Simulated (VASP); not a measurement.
# Si in VASP: single point with PBE

Aim: the single point of Si with PBE.

All numbers are computed with VASP 6.6.1; they aren't measurements. Logs are shortened: lines on timing, memory, paths and dates and some standing lists are left out, and cuts for length are marked.

### Step 1. The cell of the first run

The cell holds a slab with vacuum, 16 atoms: a = 7.735 Å, b = 7.735 Å, c = 21.937 Å, α = 90.00°, β = 90.00°, γ = 120.00°.

### Step 2. Single point, PBE

File INCAR:

```
ALGO = Normal
DIPOL = 0.5 0.5 0.274
EDIFF = 1E-6
ENCUT = 520
GGA = PE
IDIPOL = 3
ISIF = 2
ISMEAR = 0
LASPH = T
LCHARG = T
LDIPOL = T
LELF = T
LREAL = Auto
LVACPOTAV = T
LVHAR = T
LWAVE = F
NBANDS = 46
NELM = 80
PREC = Accurate
SIGMA = 0.05
```

File KPOINTS:

```
k-points
0
Gamma
  6 6 1
```

File POSCAR:

```
Si
1.0
    7.7350710963      0.0000000000      0.0000000000
   -3.8675355481      6.6987680695      0.0000000000
    0.0000000000      0.0000000000     21.9372968034
Si
16
Direct
    0.1666666667      0.3333333333      0.1823378712
    0.1666666667      0.8333333333      0.1823378712
    0.6666666667      0.3333333333      0.1823378712
    0.6666666667      0.8333333333      0.1823378712
    0.0000000000      0.0000000000      0.2183248661
    0.0000000000      0.5000000000      0.2183248661
    0.5000000000      0.0000000000      0.2183248661
    0.5000000000      0.5000000000      0.2183248661
    0.0000000000      0.0000000000      0.3321460403
    0.0000000000      0.5000000000      0.3321460403
    0.5000000000      0.0000000000      0.3321460403
    0.5000000000      0.5000000000      0.3321460403
    0.3333333333      0.1666666667      0.3618174506
    0.3333333333      0.6666666667      0.3618174506
    0.8333333333      0.1666666667      0.3618174506
    0.8333333333      0.6666666667      0.3618174506
```

Potentials or basis: VASP PAW PBE potentials, release 64 (Si).

Command:

```
cat potpaw_PBE.64/Si/POTCAR > POTCAR
mpirun -np 1 vasp_std > vasp.out
```

OUTCAR:

```text
EDIFF = 1E-6
   ENCUT = 520
   GGA = PE
   ISIF = 2
   ISMEAR = 0
   LASPH = T
   LREAL = Auto
   NELM = 80
   PREC = Accurate

 ion  position               nearest neighbor table
   1  0.167  0.333  0.182-   5 2.37   8 2.37   6 2.37
   2  0.167  0.833  0.182-   6 2.37   7 2.37   5 2.37
   3  0.667  0.333  0.182-   7 2.37   6 2.37   8 2.37
   4  0.667  0.833  0.182-   8 2.37   5 2.37   7 2.37
   5  0.000  0.000  0.218-   1 2.37   4 2.37   2 2.37   9 2.50
   6  0.000  0.500  0.218-   2 2.37   3 2.37   1 2.37  10 2.50
   7  0.500  0.000  0.218-   3 2.37   2 2.37   4 2.37  11 2.50
   8  0.500  0.500  0.218-   4 2.37   1 2.37   3 2.37  12 2.50
   9  0.000  0.000  0.332-  16 2.33  13 2.33  15 2.33   5 2.50
  10  0.000  0.500  0.332-  15 2.33  14 2.33  16 2.33   6 2.50
  11  0.500  0.000  0.332-  14 2.33  15 2.33  13 2.33   7 2.50
  12  0.500  0.500  0.332-  13 2.33  16 2.33  14 2.33   8 2.50
  13  0.333  0.167  0.362-  12 2.33   9 2.33  11 2.33
  14  0.333  0.667  0.362-  11 2.33  10 2.33  12 2.33
  15  0.833  0.167  0.362-  10 2.33  11 2.33   9 2.33
  16  0.833  0.667  0.362-   9 2.33  12 2.33  10 2.33

  LATTYP: Found a hexagonal cell.
 ALAT       =     7.7350710963
 C/A-ratio  =     2.8360821162

  Lattice vectors:

 A1 = (   7.7350710963,   0.0000000000,   0.0000000000)
 A2 = (  -3.8675355481,   6.6987680695,   0.0000000000)
 A3 = (   0.0000000000,   0.0000000000,  21.9372968034)

Analysis of symmetry for initial positions (statically):
=====================================================================
 Subroutine PRICEL returns following result:

  LATTYP: Found a hexagonal cell.
 ALAT       =     3.8675355481
 C/A-ratio  =     5.6721642323

  Lattice vectors:

 A1 = (   3.8675355481,   0.0000000000,   0.0000000000)
 A2 = (  -1.9337677740,   3.3493840347,   0.0000000000)
 A3 = (   0.0000000000,   0.0000000000,  21.9372968034)

   4 primitive cells build up your supercell.

 Routine SETGRP: Setting up the symmetry group for a
 hexagonal supercell.

 Subroutine GETGRP returns: Found  6 space group operations
 (whereof  6 operations were pure point group operations)
 out of a pool of 24 trial point group operations.

The static configuration has the point symmetry C_3v.

Analysis of symmetry for dynamics (positions and initial velocities):
=====================================================================
 Subroutine PRICEL returns following result:

  LATTYP: Found a hexagonal cell.
 ALAT       =     3.8675355481
 C/A-ratio  =     5.6721642323

  Lattice vectors:

 A1 = (   3.8675355481,   0.0000000000,   0.0000000000)
 A2 = (  -1.9337677740,   3.3493840347,   0.0000000000)
 A3 = (   0.0000000000,   0.0000000000,  21.9372968034)

   4 primitive cells build up your supercell.

 Routine SETGRP: Setting up the symmetry group for a
 hexagonal supercell.

 Subroutine GETGRP returns: Found  6 space group operations
 (whereof  6 operations were pure point group operations)
 out of a pool of 24 trial point group operations.

The dynamic configuration has the point symmetry C_3v.

 Subroutine INISYM returns: Found  6 space group operations
 (whereof  6 operations are pure point group operations),
 and found     4 'primitive' translations

----------------------------------------------------------------------------------------

                                     Primitive cell

  volume of cell :     284.1727

  direct lattice vectors                    reciprocal lattice vectors
     3.867535548  0.000000000  0.000000000     0.258562588  0.149281180  0.000000000
    -1.933767774  3.349384035  0.000000000     0.000000000  0.298562359  0.000000000
     0.000000000  0.000000000 21.937296803     0.000000000  0.000000000  0.045584468

  length of vectors
     3.867535548  3.867535548 21.937296803     0.298562359  0.298562359  0.045584468

  position of ions in fractional coordinates (direct lattice)
     0.333333333  0.666666667  0.182337871
     1.000000000  0.000000000  0.218324866
     1.000000000  0.000000000  0.332146040
     0.666666667  0.333333333  0.361817451

  ion indices of the primitive-cell ions
   primitive index   ion index
                 1           1
                 2           6
                 3          10
                 4          13

----------------------------------------------------------------------------------------

 KPOINTS: k-points

Automatic generation of k-mesh.
 Grid dimensions read from file:
 generate k-points for:    6    6    1

 Generating k-lattice:

  Cartesian coordinates                     Fractional coordinates (reciprocal lattice)
     0.021546882  0.012440098  0.000000000     0.166666667  0.000000000  0.000000000
     0.000000000  0.024880197  0.000000000     0.000000000  0.166666667  0.000000000
     0.000000000  0.000000000  0.045584468     0.000000000  0.000000000  1.000000000

  Length of vectors
     0.024880197  0.024880197  0.045584468

  Shift w.r.t. Gamma in fractional coordinates (k-lattice)
     0.000000000  0.000000000  0.000000000

 Subroutine IBZKPT returns following result:
 ===========================================

 Found      7 irreducible k-points:

 Following reciprocal coordinates:
            Coordinates               Weight
  0.000000  0.000000  0.000000      1.000000
  0.166667 -0.000000  0.000000      6.000000
  0.333333  0.000000  0.000000      6.000000
  0.500000  0.000000  0.000000      3.000000
  0.166667  0.166667  0.000000      6.000000
  0.333333  0.166667  0.000000     12.000000
  0.333333  0.333333  0.000000      2.000000
   k-points           NKPTS =      7   k-points in BZ     NKDIM =      7   number of bands    NBANDS=     46
   number of dos      NEDOS =    301   number of ions     NIONS =     16
   total plane-waves  NPLWV = 604800
   dimension x,y,z NGX =    60 NGY =   60 NGZ =  168
   dimension x,y,z NGXF=   120 NGYF=  120 NGZF=  336
   ions per type =              16
   NGX,Y,Z   is equivalent  to a cutoff of  12.90, 12.90, 12.73 a.u.
   NGXF,Y,Z  is equivalent  to a cutoff of  25.79, 25.79, 25.46 a.u.
 SYSTEM =  unknown system
   PREC   = accura    normal or accurate (medium, high low for compatibility)
   ISTART =      0    job   : 0-new  1-cont  2-samecut
   ICHARG =      2    charge: 1-file 2-atom 10-const
   ISPIN  =      1    spin polarized calculation?
   LNONCOLLINEAR =      F non collinear calculations
   LSORBIT =      F    spin-orbit coupling
   LASPH  =      T    aspherical Exc in radial PAW
   ENCUT  =  520.0 eV  38.22 Ry    6.18 a.u.  14.38 14.38 40.79*2*pi/ulx,y,z
   NELM   =     80;   NELMIN=  2; NELMDL= -5     # of ELM steps
   EDIFF  = 0.1E-05   stopping-criterion for ELM
   LREAL  =      T    real-space projection
   EDIFFG = 0.1E-04   stopping-criterion for IOM
   NSW    =      0    number of steps for IOM
   IBRION =     -1    ionic relax: 0-MD 1-quasi-New 2-CG
   NFREE  =      0    steps in history (QN), initial steepest desc. (CG)
   ISIF   =      2    stress and relaxation
   ISYM   =      2    0-nonsym 1-usesym 2-fastsym
   POTIM  = 0.5000    time-step for ionic-motion
   TEBEG  =    0.0;   TEEND  =   0.0 temperature during run
   PSTRESS=    0.0 pullay stress
   NELECT =      64.0000    total number of electrons
   NUPDOWN=      -1.0000    fix difference up-down
   EMIN   =  10.00;   EMAX   =-10.00  energy-range for DOS
   EFERMI =   0.00;   METHOD = LEGACY
   ISMEAR =     0;   SIGMA  =   0.05  broadening in eV -4-tet -1-fermi 0-gaus
   EFERMI_NEDOS =   21; number of points for ismear=-14 and -15
   IALGO  =     38    algorithm
   IMIX   =      4    mixing-type and parameters
     AMIX     =   0.40;   BMIX     =  1.00
     AMIX_MAG =   1.60;   BMIX_MAG =  1.00
  volume/ion in A,a.u.               =      71.04       479.42
  Fermi-wavevector in a.u.,A,eV,Ry     =   0.627462  1.185731  5.356729  0.393708
  Thomas-Fermi vector in A             =   1.689070
   LORBIT       =      0    0 simple, 1 ext, 2 COOP (PROOUT), +10 PAW based schemes
   GGA     = PE    functional components
   LHFCALC =     F    Hartree Fock is set to
   AEXX    =    0.0000 exact exchange contribution
   IVDW    =     0    specifies the selected vdW correction
   LEPSILON=     F    determine dielectric tensor
   LRPA    =     F    only Hartree local field effects (RPA)
 non-spin polarized calculation
 Gauss-broadening in eV      SIGMA  =   0.05
  energy-cutoff  :      520.00
  volume of cell :     1136.69
 maximum number of plane-waves:     30641
 NGX is ok and might be reduce to    60
   NGX = 29   NGY = 29   NGZ = 81

 dipolmoment           0.000000      0.000000      0.015804 electrons x Angstroem

 number of electron      64.0000009 magnetization

 dipolmoment           0.000000      0.000000     -0.040451 electrons x Angstroem

 Free energy of the ion-electron system (eV)
  ---------------------------------------------------
  ext. energy  EPLUGINS =         0.00000000
  ---------------------------------------------------
  free energy    TOTEN  =       -78.48735483 eV

  energy without entropy =      -78.47873973  energy(sigma->0) =      -78.48304728

 E-fermi :  -1.7910     XC(G=0):  -3.3838

 val. band max:       -1.8846090853   @ k =   0.3333   0.3333   0.0000
 cond. band min:      -1.7774920243   @ k =   0.5000   0.0000   0.0000
 fundamental gap:      0.1071170610
 Fermi energy:        -1.7910179577

 k-point     1 :       0.0000    0.0000    0.0000
  band No.  band energies     occupation
      1     -13.0289      2.00000
      2     -11.8880      2.00000
      3     -10.8627      2.00000
      4     -10.8627      2.00000
      5     -10.8627      2.00000
      6      -9.9101      2.00000
[... 36 lines left out ...]
     43       0.4153      0.00000
     44       0.7302      0.00000

 k-point     2 :       0.1667   -0.0000    0.0000
  band No.  band energies     occupation
      1     -12.9490      2.00000
      2     -11.8078      2.00000
      3     -11.2183      2.00000
      4     -10.9141      2.00000
      5     -10.9141      2.00000
      6     -10.1207      2.00000
[... 36 lines left out ...]
     43       0.7373      0.00000
     44       0.9451      0.00000

 k-point     3 :       0.3333    0.0000    0.0000
  band No.  band energies     occupation
      1     -12.7115      2.00000
      2     -11.8048      2.00000
      3     -11.5693      2.00000
      4     -11.0011      2.00000
      5     -11.0011      2.00000
      6     -10.6645      2.00000
[... 36 lines left out ...]
     43       1.2941      0.00000
     44       1.2941      0.00000

 k-point     4 :       0.5000    0.0000    0.0000
  band No.  band energies     occupation
      1     -12.3237      2.00000
      2     -12.3237      2.00000
      3     -11.1803      2.00000
      4     -11.1803      2.00000
      5     -11.0390      2.00000
      6     -11.0390      2.00000
[... 36 lines left out ...]
     43       2.5167      0.00000
     44       2.5167      0.00000

 k-point     5 :       0.1667    0.1667    0.0000
  band No.  band energies     occupation
      1     -12.7903      2.00000
      2     -11.6484      2.00000
      3     -11.4560      2.00000
      4     -11.4560      2.00000
      5     -10.6415      2.00000
      6     -10.3237      2.00000
[... 36 lines left out ...]
     43       1.1791      0.00000
     44       1.2735      0.00000

 k-point     6 :       0.3333    0.1667    0.0000
  band No.  band energies     occupation
      1     -12.4772      2.00000
      2     -12.0214      2.00000
      3     -11.5827      2.00000
      4     -11.3340      2.00000
      5     -10.8776      2.00000
      6     -10.5088      2.00000
[... 36 lines left out ...]
     43       1.6744      0.00000
     44       1.9962      0.00000

 k-point     7 :       0.3333    0.3333    0.0000
  band No.  band energies     occupation
      1     -12.0947      2.00000
      2     -12.0947      2.00000
      3     -12.0947      2.00000
      4     -10.9499      2.00000
      5     -10.9499      2.00000
      6     -10.9499      2.00000
[... 36 lines left out ...]
     43       1.8314      0.00000
     44       2.1191      0.00000
 [bands above 44 left out]

------------------------ aborting loop because EDIFF is reached ----------------------------------------

  FORCE on cell =-STRESS in cart. coord.  units (eV):
  Direction    XX          YY          ZZ          XY          YZ          ZX
  --------------------------------------------------------------------------------------
  -------------------------------------------------------------------------------------
  Total       -3.5317838     -3.5317838     -2.1485963     -0.0000000      0.0000000     -0.0000000
  in kB       -4.9780853     -4.9780853     -3.0284684     -0.0000000      0.0000000     -0.0000000
  external PRESSURE =      -4.3282130 kB  Pullay stress =       0.0000000 kB

 VOLUME and BASIS-vectors are now :
 -----------------------------------------------------------------------------
  energy-cutoff  :      520.00
  volume of cell :     1136.69
      direct lattice vectors                 reciprocal lattice vectors
     7.735071096  0.000000000  0.000000000     0.129281294  0.074640590  0.000000000
    -3.867535548  6.698768069  0.000000000     0.000000000  0.149281180  0.000000000
     0.000000000  0.000000000 21.937296803     0.000000000  0.000000000  0.045584468

 POSITION                                       TOTAL-FORCE (eV/Angst)
 -----------------------------------------------------------------------------------
      0.00000      2.23292      4.00000         0.000000      0.000000      0.626124
     -1.93377      5.58231      4.00000        -0.000000      0.000000      0.626124
      3.86754      2.23292      4.00000         0.000000      0.000000      0.626124
      1.93377      5.58231      4.00000        -0.000000      0.000000      0.626124
      0.00000      0.00000      4.78946        -0.000000     -0.000000     -0.611651
     -1.93377      3.34938      4.78946        -0.000000     -0.000000     -0.611651
[... 8 lines left out ...]
      5.80130      1.11646      7.93730         0.000000     -0.000000     -0.003965
      3.86754      4.46585      7.93730        -0.000000     -0.000000     -0.003965
 -----------------------------------------------------------------------------------
    total drift:                               -0.000000      0.000000     -0.015784

  FREE ENERGIE OF THE ION-ELECTRON SYSTEM (eV)
  ---------------------------------------------------
  free  energy   TOTEN  =       -78.4873548264 eV

  energy  without entropy=      -78.4787397329  energy(sigma->0) =      -78.48304728

 vacuum level on the upper side and lower side of the slab         2.916         3.057
```

Run time: 20 min. Hardware: 1 thread of Intel Xeon 6975P-C (Granite Rapids), shared host; peak memory 1.1 GiB.

What came out:

```yaml
Free_energy: -78.4874 eV
Largest_force: 0.626 eV/Å
Band_gap_on_the_k_mesh: zero (bands 32 and 33 overlap by 0.11 eV)
```

Forces in eV/Å, atoms in the order of the input:
```
Si   0.000  0.000  0.626
Si   0.000  0.000  0.626
Si   0.000  0.000  0.626
Si   0.000  0.000  0.626
Si   0.000  0.000 -0.612
Si   0.000  0.000 -0.612
Si   0.000  0.000 -0.612
Si   0.000  0.000 -0.612
Si   0.000  0.000 -0.011
Si   0.000  0.000 -0.011
Si   0.000  0.000 -0.011
Si   0.000  0.000 -0.011
Si   0.000  0.000 -0.004
Si   0.000  0.000 -0.004
Si   0.000  0.000 -0.004
Si   0.000  0.000 -0.004
```

Levels at points of the mesh, in eV from the Fermi level:
```tsv
k point	band 30	band 31	band 32	band 33	band 34	band 35
(0.00, 0.00, 0.00)	-0.97	-0.24	-0.24	0.66	0.66	0.66
(0.50, 0.00, 0.00)	-0.82	0.01	0.01	0.02	0.02	0.77
```
